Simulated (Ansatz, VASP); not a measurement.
**Two plane-wave programs on Ni**

The input INCAR:

```
SYSTEM = Ni
PREC     = Accurate       ! precision mode
ENCUT    = 520            ! plane-wave cutoff, eV
EDIFF    = 1E-6           ! SCF threshold, eV
ISMEAR   = -1             ! smearing method
SIGMA    = 0.05           ! smearing width, eV
LREAL    = .FALSE.        ! projectors in reciprocal space
LASPH    = .TRUE.         ! aspherical terms in the spheres
NELM     = 150            ! most SCF steps
ALGO     = Normal         ! electronic algorithm
ISIF     = 2              ! what is computed and relaxed
LWAVE    = .FALSE.        ! write WAVECAR
LCHARG   = .FALSE.        ! write CHGCAR
ISPIN    = 2              ! spin polarisation
MAGMOM   = 2 2            ! initial moments
LORBIT   = 11             ! projections on sites
LMAXMIX  = 4              ! l up to which the mixer works
GGA      = PE             ! functional
NBANDS   = 21             ! bands
```

The input KPOINTS:

```
Automatic mesh
0
G
  13 13 13
  0 0 0
```

POSCAR

```
Ni
1.0
    3.4500000000      1.7250000000      1.7250000000
    1.7250000000      3.4500000000      1.7250000000
    1.7250000000      1.7250000000      3.4500000000
Ni
2
Direct
    0.0000000000      0.0000000000      0.0000000000
    0.5000000000      0.5000000000      0.5000000000
```

Input for Ansatz:

```yaml
crystal:
  lattice:
    - [3.45, 1.725, 1.725]
    - [1.725, 3.45, 1.725]
    - [1.725, 1.725, 3.45]
  atoms:
    - { symbol: Ni, position: [0.0, 0.0, 0.0], spin: 2.0 }
    - { symbol: Ni, position: [0.5, 0.5, 0.5], spin: 2.0 }
magnetization:
  spin_polarized: true
hamiltonian:
  xc: pbe
  pseudopotentials: { kind: paw }
basis:
  ecutwfc: 420
kpoints:
  mp_grid: { grid: [13, 13, 13] }
scf:
  occupations: { method: fermi_dirac, width: 0.05 }
output:
  forces: true
  stress: true
```

Alike in both runs: task single point; functional PBE; k mesh 13 × 13 × 13; occupations fermi-dirac, width 0.05 eV; collinear spin.

|  | VASP | Ansatz |
| --- | --- | --- |
| version | VASP 6.6.1 | Ansatz 0.2.0 |
| potentials or method | VASP PAW PBE potentials, release 64 (Ni), cutoff 520 eV | PAW, plane waves, scalar-relativistic |
| valence electrons in the cell | 20 | 36 |

Ansatz gave:

* pressure (GPa): 13.6
* net moment per atom (μB): 0.62
* size of the moment on the site where the two differ most (μB): 0.66

**Question.** Estimate VASP's values.

**Answer.** Pressure (GPa): 13.2; net moment per atom (μB): 0.61; size of the moment on the site where the two differ most (μB): 0.62.

Site moments also hang on the region over which each program counts them. The functional is the same, so the differences come from potentials, cutoffs and numerics. VASP's potentials hold 20 valence electrons a cell and Ansatz's 36, so a difference there can come from the potentials and not from the codes.
